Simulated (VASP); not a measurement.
Here is a VASP 6.6.1 calculation.

Contents of INCAR:

```
SYSTEM = K
PREC     = Accurate       ! precision mode
ENCUT    = 520            ! plane-wave cutoff, eV
EDIFF    = 1E-6           ! SCF threshold, eV
ISMEAR   = 0              ! smearing method
SIGMA    = 0.15           ! smearing width, eV
LREAL    = .False.        ! projectors in reciprocal space
LASPH    = .True.         ! aspherical terms in the spheres
NELM     = 80             ! most SCF steps
ALGO     = Fast           ! electronic algorithm
ISIF     = 2              ! what is computed and relaxed
LWAVE    = .False.        ! write WAVECAR
LCHARG   = .False.        ! write CHGCAR
GGA      = PE             ! functional
IVDW     = 12             ! dispersion correction
NBANDS   = 10             ! bands
```

KPOINTS

```
regular mesh
0
Gamma
  6 6 12
  0 0 0
```

Contents of POSCAR:

```
K
1.0
   10.0796055900      0.0000000000      0.0000000000
    0.0000000000     10.0796055900      0.0000000000
    0.0000000000      0.0000000000      4.3245983300
K
1
Direct
    0.0000000000      0.0000000000      0.0000000000
```

Potentials or basis: VASP PAW PBE potentials, release 64 (K_sv).

Run with:

```sh
$ cat potpaw_PBE.64/K_sv/POTCAR > POTCAR
$ mpirun -np 1 vasp_std > vasp.out
```

**Question.** Estimate the dispersion energy per atom.

**Answer.** -0.018 eV.

**Question.** Estimate the band gap on the k mesh.

**Answer.** Zero (an odd number of electrons rules out a gap without spin polarisation).

**Question.** Estimate the pressure.

**Answer.** 0.0 GPa.
